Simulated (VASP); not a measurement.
# Nd2CdC2 in VASP: further runs

Nd2CdC2 is run at these levels: PBE; tasks: single point.

All numbers are computed with VASP 6.6.1; they aren't measurements. Logs are shortened: lines on timing, memory, paths and dates and some standing lists are left out, and cuts for length are marked.

## Step 1: The cell of the first run

The structure is monoclinic, space group C2/m (No. 12). Conventional cell: a = 5.967 Å, b = 5.860 Å, c = 6.411 Å, α = 90.00°, β = 104.62°, γ = 90.00°. Within 3.8 Å of Nd (site symmetry 2/m) lie 8 C at 2.82 to 3.27 Å and 2 Cd at 3.21 Å and 2 Nd at 3.79 Å. Nd (site symmetry 2/m) has 2 C at 2.56 Å and 4 Cd at 2.93 to 2.98 Å within 3.4 Å. Within 3.9 Å of Cd (site symmetry 2/m) lie 6 Nd at 2.93 to 3.21 Å and 6 C at 3.47 to 3.89 Å. C (site symmetry m) has 1 C at 1.30 Å within 1.7 Å.

The cell was generated, and may not be a known phase.

## Step 2: Single point, PBE

Input file INCAR:

```
  ALGO = Normal
  EDIFF = 1E-6
  ENCUT = 600
  GGA = PE
  GGA_COMPAT = False
  ISIF = 2
  ISMEAR = 0
  LASPH = True
  LCHARG = False
  LMAXMIX = 6
  LREAL = False
  LWAVE = False
  NBANDS = 32
  NELM = 200
  PREC = Accurate
  SIGMA = 0.1
```

Input file KPOINTS:

```
k-points
0
Gamma
  4 4 4
```

Input file POSCAR:

```
Nd2CdC2
1.0
    2.9837283598     -2.9300802614      0.0000000000
    2.9837283598      2.9300802614      0.0000000000
   -1.6177426981      0.0000000000      6.2037020211
Nd Cd C
2 1 2
Direct
    0.5000000000      0.5000000000      0.5000000000
    0.0000000000      0.0000000000      0.0000000000
    0.5000000000      0.5000000000      0.0000000000
    0.0124468165      0.0124468165      0.4018858611
    0.9875531835      0.9875531835      0.5981141389
```

Potentials or basis: VASP PAW PBE potentials, release 64 (Nd, Cd, C).

Launch:

```console
cat potpaw_PBE.64/Nd/POTCAR potpaw_PBE.64/Cd/POTCAR potpaw_PBE.64/C/POTCAR > POTCAR
mpirun -np 1 vasp_std > vasp.out
```

OUTCAR:

```text
EDIFF = 1E-6
   ENCUT = 600
   GGA = PE
   ISIF = 2
   ISMEAR = 0
   LASPH = True
   LREAL = False
   NELM = 200
   PREC = Accurate

 ion  position               nearest neighbor table
   1  0.500  0.500  0.500-   3 3.21   3 3.21
   2  0.000  0.000  0.000-   4 2.56   5 2.56   3 2.93   3 2.93   3 2.98   3 2.98
   3  0.500  0.500  0.000-   2 2.93   2 2.93   2 2.98   2 2.98   1 3.21   1 3.21
   4  0.012  0.012  0.402-   5 1.30   2 2.56
   5  0.988  0.988  0.598-   4 1.30   2 2.56

  LATTYP: Found a base centered monoclinic cell.
 ALAT       =     5.9674567196
 B/A-ratio  =     0.9820197780
 C/A-ratio  =     1.0743543252
 COS(beta)  =    -0.2523321766

  Lattice vectors:

 A1 = (   2.9837283598,  -2.9300802614,   0.0000000000)
 A2 = (   2.9837283598,   2.9300802614,   0.0000000000)
 A3 = (  -1.6177426981,   0.0000000000,   6.2037020211)

Analysis of symmetry for initial positions (statically):
=====================================================================
 Subroutine PRICEL returns:
 Original cell was already a primitive cell.

 Routine SETGRP: Setting up the symmetry group for a
 base centered monoclinic supercell.

 Subroutine GETGRP returns: Found  4 space group operations
 (whereof  4 operations were pure point group operations)
 out of a pool of  4 trial point group operations.

The static configuration has the point symmetry C_2h.

Analysis of symmetry for dynamics (positions and initial velocities):
=====================================================================
 Subroutine PRICEL returns:
 Original cell was already a primitive cell.

 Routine SETGRP: Setting up the symmetry group for a
 base centered monoclinic supercell.

 Subroutine GETGRP returns: Found  4 space group operations
 (whereof  4 operations were pure point group operations)
 out of a pool of  4 trial point group operations.

The dynamic configuration has the point symmetry C_2h.

 Subroutine INISYM returns: Found  4 space group operations
 (whereof  4 operations are pure point group operations),
 and found     1 'primitive' translations

----------------------------------------------------------------------------------------

                                     Primitive cell

  volume of cell :     108.4725

  direct lattice vectors                    reciprocal lattice vectors
     2.983728360 -2.930080261  0.000000000     0.167575576 -0.170643790  0.043698773
     2.983728360  2.930080261  0.000000000     0.167575576  0.170643790  0.043698773
    -1.617742698  0.000000000  6.203702021     0.000000000  0.000000000  0.161194074

  length of vectors
     4.181866242  4.181866242  6.411162937     0.243126427  0.243126427  0.161194074

  position of ions in fractional coordinates (direct lattice)
     0.500000000  0.500000000  0.500000000
     0.000000000  0.000000000  0.000000000
     0.500000000  0.500000000  0.000000000
     0.012446817  0.012446817  0.401885861
     0.987553183  0.987553183  0.598114139

  ion indices of the primitive-cell ions
   primitive index   ion index
                 1           1
                 2           2
                 3           3
                 4           4
                 5           5

----------------------------------------------------------------------------------------

 KPOINTS: k-points

Automatic generation of k-mesh.
 Grid dimensions read from file:
 generate k-points for:    4    4    4

 Generating k-lattice:

  Cartesian coordinates                     Fractional coordinates (reciprocal lattice)
     0.041893894 -0.042660947  0.010924693     0.250000000 -0.000000000  0.000000000
     0.041893894  0.042660947  0.010924693    -0.000000000  0.250000000  0.000000000
     0.000000000  0.000000000  0.040298518     0.000000000  0.000000000  0.250000000

  Length of vectors
     0.060781607  0.060781607  0.040298518

  Shift w.r.t. Gamma in fractional coordinates (k-lattice)
     0.000000000  0.000000000  0.000000000

 Subroutine IBZKPT returns following result:
 ===========================================

 Found     24 irreducible k-points:

 Following reciprocal coordinates:
            Coordinates               Weight
  0.000000  0.000000  0.000000      1.000000
  0.250000  0.000000  0.000000      4.000000
  0.500000  0.000000  0.000000      2.000000
  0.250000  0.250000  0.000000      2.000000
  0.500000  0.250000  0.000000      4.000000
 -0.250000  0.250000  0.000000      2.000000
[... 16 lines left out ...]
 -0.250000  0.250000  0.500000      2.000000
  0.500000  0.500000  0.500000      1.000000
   k-points           NKPTS =     24   k-points in BZ     NKDIM =     24   number of bands    NBANDS=     32
   number of dos      NEDOS =    301   number of ions     NIONS =      5
   total plane-waves  NPLWV =  69984
   dimension x,y,z NGX =    36 NGY =   36 NGZ =   54
   dimension x,y,z NGXF=    72 NGYF=   72 NGZF=  108
   ions per type =               2   1   2
   NGX,Y,Z   is equivalent  to a cutoff of  14.31, 14.31, 14.00 a.u.
   NGXF,Y,Z  is equivalent  to a cutoff of  28.62, 28.62, 28.01 a.u.
 SYSTEM =  unknown system
   PREC   = accura    normal or accurate (medium, high low for compatibility)
   ISTART =      0    job   : 0-new  1-cont  2-samecut
   ICHARG =      2    charge: 1-file 2-atom 10-const
   ISPIN  =      1    spin polarized calculation?
   LNONCOLLINEAR =      F non collinear calculations
   LSORBIT =      F    spin-orbit coupling
   LASPH  =      T    aspherical Exc in radial PAW
   ENCUT  =  600.0 eV  44.10 Ry    6.64 a.u.   8.35  8.35 12.80*2*pi/ulx,y,z
   NELM   =    200;   NELMIN=  2; NELMDL= -5     # of ELM steps
   EDIFF  = 0.1E-05   stopping-criterion for ELM
   LREAL  =      F    real-space projection
   EDIFFG = 0.1E-04   stopping-criterion for IOM
   NSW    =      0    number of steps for IOM
   IBRION =     -1    ionic relax: 0-MD 1-quasi-New 2-CG
   NFREE  =      0    steps in history (QN), initial steepest desc. (CG)
   ISIF   =      2    stress and relaxation
   ISYM   =      2    0-nonsym 1-usesym 2-fastsym
   POTIM  = 0.5000    time-step for ionic-motion
   TEBEG  =    0.0;   TEEND  =   0.0 temperature during run
   PSTRESS=    0.0 pullay stress
   NELECT =      48.0000    total number of electrons
   NUPDOWN=      -1.0000    fix difference up-down
   EMIN   =  10.00;   EMAX   =-10.00  energy-range for DOS
   EFERMI =   0.00;   METHOD = LEGACY
   ISMEAR =     0;   SIGMA  =   0.10  broadening in eV -4-tet -1-fermi 0-gaus
   EFERMI_NEDOS =   21; number of points for ismear=-14 and -15
   IALGO  =     38    algorithm
   IMIX   =      4    mixing-type and parameters
     AMIX     =   0.40;   BMIX     =  1.00
     AMIX_MAG =   1.60;   BMIX_MAG =  1.00
  volume/ion in A,a.u.               =      21.69       146.40
  Fermi-wavevector in a.u.,A,eV,Ry     =   1.247523  2.357477 21.174943  1.556314
  Thomas-Fermi vector in A             =   2.381652
   LORBIT       =      0    0 simple, 1 ext, 2 COOP (PROOUT), +10 PAW based schemes
   GGA     = PE    functional components
   LHFCALC =     F    Hartree Fock is set to
   AEXX    =    0.0000 exact exchange contribution
   IVDW    =     0    specifies the selected vdW correction
   LEPSILON=     F    determine dielectric tensor
   LRPA    =     F    only Hartree local field effects (RPA)
 non-spin polarized calculation
 Gauss-broadening in eV      SIGMA  =   0.10
  energy-cutoff  :      600.00
  volume of cell :      108.47
 maximum number of plane-waves:      3650
 NGX is ok and might be reduce to    36
   NGX = 17   NGY = 17   NGZ = 25

 number of electron      47.9999993 magnetization

 Free energy of the ion-electron system (eV)
  ---------------------------------------------------
  ext. energy  EPLUGINS =         0.00000000
  ---------------------------------------------------
  free energy    TOTEN  =       -28.06096066 eV

  energy without entropy =      -27.79830069  energy(sigma->0) =      -27.92963068

 E-fermi :   3.9488     XC(G=0): -10.2173

 val. band max:        3.9480787292   @ k =   0.2500   0.2500   0.0000
 cond. band min:       3.9516399399   @ k =   0.5000   0.5000   0.5000
 fundamental gap:      0.0035612107
 Fermi energy:         3.9487940800

 k-point     1 :       0.0000    0.0000    0.0000
  band No.  band energies     occupation
      1     -33.1999      2.00000
      2     -32.8935      2.00000
      3     -14.6245      2.00000
      4     -14.4389      2.00000
      5     -14.3733      2.00000
      6     -14.1941      2.00000
[... 24 lines left out ...]
     31       4.1586      0.00300
     32       4.1850      0.00084

 k-point     2 :       0.2500    0.0000    0.0000
  band No.  band energies     occupation
      1     -33.1948      2.00000
      2     -32.8886      2.00000
      3     -14.5851      2.00000
      4     -14.5287      2.00000
      5     -14.3847      2.00000
      6     -14.3236      2.00000
[... 24 lines left out ...]
     31       4.1214      0.01467
     32       4.1674      0.00199

 k-point     3 :       0.5000    0.0000    0.0000
  band No.  band energies     occupation
      1     -33.1897      2.00000
      2     -32.8837      2.00000
      3     -14.6943      2.00000
      4     -14.4631      2.00000
      5     -14.4601      2.00000
      6     -14.3636      2.00000
[... 24 lines left out ...]
     31       4.1700      0.00176
     32       4.1971      0.00045

 k-point     4 :       0.2500    0.2500    0.0000
  band No.  band energies     occupation
      1     -33.1899      2.00000
      2     -32.8850      2.00000
      3     -14.5651      2.00000
      4     -14.4805      2.00000
      5     -14.4689      2.00000
      6     -14.3336      2.00000
[... 654 lines left out ...]
     31       4.1419      0.00632
     32       4.1634      0.00241

 k-point    23 :      -0.2500    0.2500    0.5000
  band No.  band energies     occupation
      1     -33.1895      2.00000
      2     -32.8847      2.00000
      3     -14.5526      2.00000
      4     -14.5284      2.00000
      5     -14.5011      2.00000
      6     -14.3226      2.00000
[... 24 lines left out ...]
     31       4.1264      0.01200
     32       4.1682      0.00192

 k-point    24 :       0.5000    0.5000    0.5000
  band No.  band energies     occupation
      1     -33.1810      2.00000
      2     -32.8769      2.00000
      3     -14.6043      2.00000
      4     -14.5336      2.00000
      5     -14.4581      2.00000
      6     -14.3793      2.00000
[... 24 lines left out ...]
     31       4.1697      0.00179
     32       4.1832      0.00091

------------------------ aborting loop because EDIFF is reached ----------------------------------------

  FORCE on cell =-STRESS in cart. coord.  units (eV):
  Direction    XX          YY          ZZ          XY          YZ          ZX
  --------------------------------------------------------------------------------------
  -------------------------------------------------------------------------------------
  Total       -1.4280322     -1.0555757     -0.9054496      0.0000000      0.0000000      0.7804038
  in kB      -21.0925382    -15.5912252    -13.3738095      0.0000000      0.0000000     11.5268397
  external PRESSURE =     -16.6858576 kB  Pullay stress =       0.0000000 kB

 VOLUME and BASIS-vectors are now :
 -----------------------------------------------------------------------------
  energy-cutoff  :      600.00
  volume of cell :      108.47
      direct lattice vectors                 reciprocal lattice vectors
     2.983728360 -2.930080261  0.000000000     0.167575576 -0.170643790  0.043698773
     2.983728360  2.930080261  0.000000000     0.167575576  0.170643790  0.043698773
    -1.617742698  0.000000000  6.203702021     0.000000000  0.000000000  0.161194074

 POSITION                                       TOTAL-FORCE (eV/Angst)
 -----------------------------------------------------------------------------------
      2.17486      0.00000      3.10185        -0.000000      0.000000      0.000000
      0.00000      0.00000      0.00000        -0.000000     -0.000000      0.000000
      2.98373      0.00000      0.00000        -0.000000      0.000000      0.000000
     -0.57587      0.00000      2.49318         0.297471     -0.000000     -0.640538
      4.92559      0.00000      3.71052        -0.297471     -0.000000      0.640538
 -----------------------------------------------------------------------------------
    total drift:                                0.000000      0.000000      0.000000

  FREE ENERGIE OF THE ION-ELECTRON SYSTEM (eV)
  ---------------------------------------------------
  free  energy   TOTEN  =       -28.0609606629 eV

  energy  without entropy=      -27.7983006935  energy(sigma->0) =      -27.92963068
```

It took 4.4 min on 1 thread of AMD EPYC 9R45 (Zen 5), shared host; peak memory 0.3 GiB.

What came out:

```yaml
Free_energy: -28.0610 eV
Pressure: -1.7 GPa
Largest_force: 0.706 eV/Å
Band_gap_on_the_k_mesh: zero (bands 24 and 25 overlap by 0.03 eV)
```

Forces on the atoms (eV/Å):
```
Nd   0.000  0.000  0.000
Nd   0.000  0.000  0.000
Cd   0.000  0.000  0.000
C    0.297  0.000 -0.641
C   -0.297  0.000  0.641
```

Levels at points of the mesh, in eV from the Fermi level:
```csv
k point,band 19,band 20,band 21,band 22,band 23,band 24,band 25,band 26,band 27,band 28
"(0.00, 0.00, 0.00)",-2.99,-0.08,-0.06,-0.05,-0.05,0.01,0.02,0.07,0.12,0.13
"(0.50, 0.00, 0.00)",-2.59,-1.42,-0.71,-0.09,-0.05,0.03,0.04,0.06,0.08,0.13
"(0.50, 0.50, 0.00)",-3.39,-0.68,-0.52,-0.09,-0.05,-0.04,-0.01,0.02,0.06,0.10
"(0.00, 0.00, 0.50)",-2.80,-0.59,-0.20,-0.03,0.00,0.01,0.02,0.05,0.06,0.06
"(0.50, 0.00, 0.50)",-2.06,-1.57,-0.42,-0.16,-0.10,0.00,0.04,0.06,0.09,0.12
"(0.50, 0.50, 0.50)",-2.33,-0.60,-0.50,-0.26,-0.02,0.00,0.00,0.01,0.09,0.12
```

Caveat: the k points lie up to 0.38 Å⁻¹ apart; spin-orbit coupling is left out, which moves the levels of the heavy elements; semilocal functionals describe open f shells poorly, which spoils levels, moments and volumes.

## Step 3: Single point, PBE

This run uses another cell than the first one, of 22.24 Å³/atom.

Input file INCAR:

```
ALGO = Normal ; EDIFF = 1E-6
ENCUT = 600 ; GGA = PE
GGA_COMPAT = False ; ISIF = 2
ISMEAR = 0 ; LASPH = True
LCHARG = False ; LMAXMIX = 6
LREAL = False ; LWAVE = False
NBANDS = 32 ; NELM = 200
PREC = Accurate ; SIGMA = 0.2
```

Input file KPOINTS:

```
k-points
0
Gamma
  4 4 3
```

Input file POSCAR:

```
Nd2CdC2
1.0
    4.0710283091     -0.8687016300     -0.0547202139
    0.8438420420      4.0742128883     -0.3587321308
   -0.0565235579      1.0951467856      6.3341756390
Nd Cd C
2 1 2
Direct
    0.5000000000      0.0000000000      0.0000000000
    0.0000000000      0.5000000000      0.5000000000
    0.0000000000      0.5000000000      0.0000000000
    0.4947649482      0.0079412852      0.6004675880
    0.5052350518      0.9920587148      0.3995324120
```

Potentials or basis: VASP PAW PBE potentials, release 64 (Nd, Cd, C).

Launch:

```console
cat potpaw_PBE.64/Nd/POTCAR potpaw_PBE.64/Cd/POTCAR potpaw_PBE.64/C/POTCAR > POTCAR
mpirun -np 1 vasp_std > vasp.out
```

Run time: 4.6 min. Hardware: 1 thread of AMD EPYC 9R45 (Zen 5), shared host; peak memory 0.31 GiB.

It converged, with:

```yaml
Free_energy: -28.4707 eV
Pressure: -2.0 GPa
Largest_force: 0.577 eV/Å
Band_gap_on_the_k_mesh: zero (bands 24 and 25 overlap by 0.02 eV)
```

Forces in eV/Å, atoms in the order of the input:
```
Nd   0.000  0.000  0.000
Nd   0.000  0.000  0.000
Cd   0.000  0.000  0.000
C   -0.014  0.109  0.566
C    0.014 -0.109 -0.566
```

Stress tensor (GPa, compression positive):
```
-1.56  0.11  0.14
 0.11 -1.78 -0.45
 0.14 -0.45 -2.54
```

Levels at points of the mesh, in eV from the Fermi level:
| k point | band 21 | band 22 | band 23 | band 24 | band 25 | band 26 |
| --- | --- | --- | --- | --- | --- | --- |
| (0.00, 0.00, 0.00) | -0.01 | 0.01 | 0.04 | 0.06 | 0.10 | 0.13 |
| (0.50, 0.00, 0.00) | -0.75 | -0.04 | 0.01 | 0.03 | 0.09 | 0.10 |
| (0.00, 0.50, 0.00) | -0.75 | -0.04 | 0.02 | 0.03 | 0.09 | 0.10 |
| (0.50, 0.50, 0.00) | -0.63 | -0.07 | 0.01 | 0.03 | 0.05 | 0.06 |

Caveat: the k points lie up to 0.38 Å⁻¹ apart; the highest band is partly filled, so the run has too few bands; spin-orbit coupling is left out, which moves the levels of the heavy elements; semilocal functionals describe open f shells poorly, which spoils levels, moments and volumes. Spin polarisation is off, so any magnetic state and its effect on volume and gap are missing.
